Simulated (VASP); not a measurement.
Runs of VASP 6.6.1 on Y. The structure is that of space group Fm-3m (No. 225), or close to it. The cells are those of the table. 

```csv
cell,gap on the mesh (eV),pressure (GPa)
"a = 3.572 Å, angles 60.0°, 1 atom",none,(a)
"a = 3.470 Å, angles 60.0°, 1 atom",none,5.5
"a = 3.715 Å, angles 60.0°, 1 atom",none,-2.6
"a = 3.621 Å, angles 60.0°, 1 atom",none,(b)
"a = 3.522 Å, angles 60.0°, 1 atom",none,3.3
```

Alike in all rows: task single point; level revPBE; potentials or basis VASP PAW PBE potentials, release 64 (Y_sv); no spin polarisation; k mesh 12 × 12 × 12; cutoff (eV) 520; smearing fermi-dirac 0.1 eV.

Estimate the missing entries.

(a) 1.4; (b) -0.1.

Caveats: the PAW data sets were made with another functional, which shifts forces and pressure a little.

A k mesh can miss the band edges, and the runs leave out spin-orbit coupling on Y.

A gap of «none» marks levels without a gap at the run's occupations.
